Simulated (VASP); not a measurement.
# SnTe (Cmcm) in VASP: single point with PBEsol

Aim: the single point of SnTe with PBEsol.

All numbers are computed with VASP 6.6.1; they aren't measurements. Logs are shortened: lines on timing, memory, paths and dates and some standing lists are left out, and cuts for length are marked.

### Step 1. The cell of the first run

The structure is orthorhombic, space group Cmcm (No. 63). The conventional cell has a = 4.828 Å, b = 12.155 Å, c = 4.381 Å, α = 90.00°, β = 90.00°, γ = 90.00°. Sn (site symmetry m2m) has 1 Te at 2.36 Å within 3.1 Å. Within 3.1 Å of Te (site symmetry m2m) lie 1 Sn at 2.36 Å.

### Step 2. Single point, PBEsol (Se replaced by Te, lengths x 1.042, strained)

INCAR

```
PREC = Accurate
ENCUT = 520
EDIFF = 1E-6
ISMEAR = 0
SIGMA = 0.02
LREAL = False
LASPH = True
NELM = 60
ALGO = Normal
ISIF = 2
LWAVE = False
LCHARG = False
GGA = PS
NBANDS = 28
```

KPOINTS

```
regular mesh
0
Gamma
  8 8 8
```

POSCAR

```
SnTe
1.0
    2.4141908694     -6.0777041548      0.0000000000
    2.4141908694      6.0777041548      0.0000000000
    0.0000000000      0.0000000000      4.3808362696
Sn Te
2 2
Direct
    0.8628288908      0.1371711092      0.2500000000
    0.1371711092      0.8628288908      0.7500000000
    0.6688498488      0.3311501512      0.2500000000
    0.3311501512      0.6688498488      0.7500000000
```

Potentials or basis: VASP PAW PBE potentials, release 64 (Sn_d, Te).

On the command line:

```bash
$ cat potpaw_PBE.64/Sn_d/POTCAR potpaw_PBE.64/Te/POTCAR > POTCAR
$ mpirun -np 1 vasp_std > vasp.out
```

OUTCAR:

```text
PREC = Accurate
   ENCUT = 520
   EDIFF = 1E-6
   ISMEAR = 0
   LREAL = False
   LASPH = True
   NELM = 60
   ISIF = 2
   GGA = PS

 ion  position               nearest neighbor table
   1  0.863  0.137  0.250-   3 2.36   4 3.28   4 3.28   4 3.28   4 3.28
   2  0.137  0.863  0.750-   4 2.36   3 3.28   3 3.28   3 3.28   3 3.28
   3  0.669  0.331  0.250-   1 2.36   2 3.28   2 3.28   2 3.28   2 3.28
   4  0.331  0.669  0.750-   2 2.36   1 3.28   1 3.28   1 3.28   1 3.28

  LATTYP: Found a base centered orthorhombic cell.
 ALAT       =     4.8283817388
 B/A-ratio  =     2.5174911528
 C/A-ratio  =     0.9073094272

  Lattice vectors:

 A1 = (   2.4141908694,  -6.0777041548,   0.0000000000)
 A2 = (   2.4141908694,   6.0777041548,   0.0000000000)
 A3 = (   0.0000000000,   0.0000000000,   4.3808362696)

Analysis of symmetry for initial positions (statically):
=====================================================================
 Subroutine PRICEL returns:
 Original cell was already a primitive cell.

 Routine SETGRP: Setting up the symmetry group for a
 base centered orthorhombic supercell.

 Subroutine GETGRP returns: Found  8 space group operations
 (whereof  4 operations were pure point group operations)
 out of a pool of  8 trial point group operations.

The static configuration has the point symmetry C_2h.
 The point group associated with its full space group is D_2h.

Analysis of symmetry for dynamics (positions and initial velocities):
=====================================================================
 Subroutine PRICEL returns:
 Original cell was already a primitive cell.

 Routine SETGRP: Setting up the symmetry group for a
 base centered orthorhombic supercell.

 Subroutine GETGRP returns: Found  8 space group operations
 (whereof  4 operations were pure point group operations)
 out of a pool of  8 trial point group operations.

The dynamic configuration has the point symmetry C_2h.
 The point group associated with its full space group is D_2h.

 Subroutine INISYM returns: Found  8 space group operations
 (whereof  4 operations are pure point group operations),
 and found     1 'primitive' translations

----------------------------------------------------------------------------------------

                                     Primitive cell

  volume of cell :     128.5577

  direct lattice vectors                    reciprocal lattice vectors
     2.414190869 -6.077704155  0.000000000     0.207108728 -0.082267907  0.000000000
     2.414190869  6.077704155  0.000000000     0.207108728  0.082267907  0.000000000
     0.000000000  0.000000000  4.380836270     0.000000000  0.000000000  0.228266919

  length of vectors
     6.539633426  6.539633426  4.380836270     0.222849801  0.222849801  0.228266919

  position of ions in fractional coordinates (direct lattice)
     0.862828891  0.137171109  0.250000000
     0.137171109  0.862828891  0.750000000
     0.668849849  0.331150151  0.250000000
     0.331150151  0.668849849  0.750000000

  ion indices of the primitive-cell ions
   primitive index   ion index
                 1           1
                 2           2
                 3           3
                 4           4

----------------------------------------------------------------------------------------

 KPOINTS: regular mesh

Automatic generation of k-mesh.
 Grid dimensions read from file:
 generate k-points for:    8    8    8

 Generating k-lattice:

  Cartesian coordinates                     Fractional coordinates (reciprocal lattice)
     0.025888591 -0.010283488  0.000000000     0.125000000  0.000000000  0.000000000
     0.025888591  0.010283488  0.000000000     0.000000000  0.125000000  0.000000000
     0.000000000  0.000000000  0.028533365     0.000000000  0.000000000  0.125000000

  Length of vectors
     0.027856225  0.027856225  0.028533365

  Shift w.r.t. Gamma in fractional coordinates (k-lattice)
     0.000000000  0.000000000  0.000000000

 Subroutine IBZKPT returns following result:
 ===========================================

 Found    105 irreducible k-points:

 Following reciprocal coordinates:
            Coordinates               Weight
  0.000000  0.000000  0.000000      1.000000
  0.125000  0.000000  0.000000      4.000000
  0.250000  0.000000  0.000000      4.000000
  0.375000  0.000000  0.000000      4.000000
  0.500000  0.000000  0.000000      2.000000
  0.125000  0.125000  0.000000      2.000000
[... 16 lines left out ...]
  0.125000  0.000000  0.125000      8.000000
  0.250000  0.000000  0.125000      8.000000
 [... further k-points ...]
   k-points           NKPTS =    105   k-points in BZ     NKDIM =    105   number of bands    NBANDS=     28
   number of dos      NEDOS =    301   number of ions     NIONS =      4
   total plane-waves  NPLWV =  90000
   dimension x,y,z NGX =    50 NGY =   50 NGZ =   36
   dimension x,y,z NGXF=   100 NGYF=  100 NGZF=   72
   ions per type =               2   2
   NGX,Y,Z   is equivalent  to a cutoff of  12.71, 12.71, 13.66 a.u.
   NGXF,Y,Z  is equivalent  to a cutoff of  25.42, 25.42, 27.32 a.u.
 SYSTEM =  unknown system
   PREC   = accura    normal or accurate (medium, high low for compatibility)
   ISTART =      0    job   : 0-new  1-cont  2-samecut
   ICHARG =      2    charge: 1-file 2-atom 10-const
   ISPIN  =      1    spin polarized calculation?
   LNONCOLLINEAR =      F non collinear calculations
   LSORBIT =      F    spin-orbit coupling
   LASPH  =      T    aspherical Exc in radial PAW
   ENCUT  =  520.0 eV  38.22 Ry    6.18 a.u.  12.16 12.16  8.15*2*pi/ulx,y,z
   NELM   =     60;   NELMIN=  2; NELMDL= -5     # of ELM steps
   EDIFF  = 0.1E-05   stopping-criterion for ELM
   LREAL  =      F    real-space projection
   EDIFFG = 0.1E-04   stopping-criterion for IOM
   NSW    =      0    number of steps for IOM
   IBRION =     -1    ionic relax: 0-MD 1-quasi-New 2-CG
   NFREE  =      0    steps in history (QN), initial steepest desc. (CG)
   ISIF   =      2    stress and relaxation
   ISYM   =      2    0-nonsym 1-usesym 2-fastsym
   POTIM  = 0.5000    time-step for ionic-motion
   TEBEG  =    0.0;   TEEND  =   0.0 temperature during run
   PSTRESS=    0.0 pullay stress
   NELECT =      40.0000    total number of electrons
   NUPDOWN=      -1.0000    fix difference up-down
   EMIN   =  10.00;   EMAX   =-10.00  energy-range for DOS
   EFERMI =   0.00;   METHOD = LEGACY
   ISMEAR =     0;   SIGMA  =   0.02  broadening in eV -4-tet -1-fermi 0-gaus
   EFERMI_NEDOS =   21; number of points for ismear=-14 and -15
   IALGO  =     38    algorithm
   IMIX   =      4    mixing-type and parameters
     AMIX     =   0.40;   BMIX     =  1.00
     AMIX_MAG =   1.60;   BMIX_MAG =  1.00
  volume/ion in A,a.u.               =      32.14       216.89
  Fermi-wavevector in a.u.,A,eV,Ry     =   1.109333  2.096336 16.743611  1.230621
  Thomas-Fermi vector in A             =   2.245872
   LORBIT       =      0    0 simple, 1 ext, 2 COOP (PROOUT), +10 PAW based schemes
   GGA     = PS    functional components
   LHFCALC =     F    Hartree Fock is set to
   AEXX    =    0.0000 exact exchange contribution
   IVDW    =     0    specifies the selected vdW correction
   LEPSILON=     F    determine dielectric tensor
   LRPA    =     F    only Hartree local field effects (RPA)
 non-spin polarized calculation
 Gauss-broadening in eV      SIGMA  =   0.02
  energy-cutoff  :      520.00
  volume of cell :      128.56
 maximum number of plane-waves:      3516
 NGX is ok and might be reduce to    50
   NGX = 25   NGY = 25   NGZ = 17

 number of electron      39.9999997 magnetization

 Free energy of the ion-electron system (eV)
  ---------------------------------------------------
  ext. energy  EPLUGINS =         0.00000000
  ---------------------------------------------------
  free energy    TOTEN  =       -13.44571945 eV

  energy without entropy =      -13.44562971  energy(sigma->0) =      -13.44567458

 E-fermi :   6.1398     XC(G=0):  -9.3909

 val. band max:        6.0633640514   @ k =  -0.1250   0.1250   0.0000
 cond. band min:       6.1474620362   @ k =   0.0000   0.0000   0.0000
 fundamental gap:      0.0840979849
 Fermi energy:         6.1398230541

 k-point     1 :       0.0000    0.0000    0.0000
  band No.  band energies     occupation
      1     -15.6120      2.00000
      2     -15.5853      2.00000
      3     -15.4850      2.00000
      4     -15.4832      2.00000
      5     -15.4810      2.00000
      6     -15.4777      2.00000
[... 20 lines left out ...]
     27      11.9074      0.00000
     28      11.9643      0.00000

 k-point     2 :       0.1250    0.0000    0.0000
  band No.  band energies     occupation
      1     -15.6108      2.00000
      2     -15.5862      2.00000
      3     -15.4845      2.00000
      4     -15.4834      2.00000
      5     -15.4808      2.00000
      6     -15.4785      2.00000
[... 20 lines left out ...]
     27      11.7163      0.00000
     28      12.3830      0.00000

 k-point     3 :       0.2500    0.0000    0.0000
  band No.  band energies     occupation
      1     -15.6075      2.00000
      2     -15.5886      2.00000
      3     -15.4841      2.00000
      4     -15.4832      2.00000
      5     -15.4805      2.00000
      6     -15.4802      2.00000
[... 20 lines left out ...]
     27      11.2773      0.00000
     28      12.1285      0.00000

 k-point     4 :       0.3750    0.0000    0.0000
  band No.  band energies     occupation
      1     -15.6028      2.00000
      2     -15.5924      2.00000
      3     -15.4846      2.00000
      4     -15.4824      2.00000
      5     -15.4818      2.00000
      6     -15.4799      2.00000
[... 578 lines left out ...]
     27      12.1500      0.00000
     28      12.3974      0.00000

 k-point    23 :       0.1250    0.0000    0.1250
  band No.  band energies     occupation
      1     -15.6094      2.00000
      2     -15.5867      2.00000
      3     -15.4842      2.00000
      4     -15.4834      2.00000
      5     -15.4799      2.00000
      6     -15.4797      2.00000
[... 20 lines left out ...]
     27      11.7680      0.00000
     28      12.2967      0.00000

 k-point    24 :       0.2500    0.0000    0.1250
  band No.  band energies     occupation
      1     -15.6064      2.00000
      2     -15.5890      2.00000
      3     -15.4846      2.00000
      4     -15.4821      2.00000
      5     -15.4813      2.00000
      6     -15.4793      2.00000
[... 20 lines left out ...]
     27      11.4217      0.00000
     28      12.2853      0.00000

 [... further k-points ...]
[... 5 lines left out ...]
  --------------------------------------------------------------------------------------
  -------------------------------------------------------------------------------------
  Total       -1.8941402     33.5086315     -0.5006005      0.0000000      0.0000000      0.0000000
  in kB      -23.6061161    417.6082757     -6.2388380      0.0000000      0.0000000      0.0000000
  external PRESSURE =     129.2544405 kB  Pullay stress =       0.0000000 kB

 VOLUME and BASIS-vectors are now :
 -----------------------------------------------------------------------------
  energy-cutoff  :      520.00
  volume of cell :      128.56
      direct lattice vectors                 reciprocal lattice vectors
     2.414190869 -6.077704155  0.000000000     0.207108728 -0.082267907  0.000000000
     2.414190869  6.077704155  0.000000000     0.207108728  0.082267907  0.000000000
     0.000000000  0.000000000  4.380836270     0.000000000  0.000000000  0.228266919

 POSITION                                       TOTAL-FORCE (eV/Angst)
 -----------------------------------------------------------------------------------
      2.41419     -4.41033      1.09521         0.000000     -7.080932     -0.000000
      2.41419      4.41033      3.28563         0.000000      7.080932      0.000000
      2.41419     -2.05244      1.09521         0.000000      7.760463      0.000000
      2.41419      2.05244      3.28563         0.000000     -7.760463      0.000000
 -----------------------------------------------------------------------------------
    total drift:                               -0.000000     -0.000000     -0.000000

  FREE ENERGIE OF THE ION-ELECTRON SYSTEM (eV)
  ---------------------------------------------------
  free  energy   TOTEN  =       -13.4457194466 eV

  energy  without entropy=      -13.4456297141  energy(sigma->0) =      -13.44567458
```

Wall time 13 min (1 thread of Intel Xeon 8259CL, shared host); peak memory 0.5 GiB.

Results:

```yaml
Free_energy: -13.4457 eV
Pressure: 12.9 GPa
Largest_force: 7.760 eV/Å
```

Forces on the atoms (eV/Å):
```
Sn   0.000 -7.081  0.000
Sn   0.000  7.081  0.000
Te   0.000  7.760  0.000
Te   0.000 -7.760  0.000
```

Caveat: the cell differs from its parent crystal (Se replaced by Te, lengths x 1.042, strained); the cell stands under pressure; the PAW data sets were made with another functional, which shifts forces and pressure a little; spin-orbit coupling is left out, which moves the levels of the heavy elements.
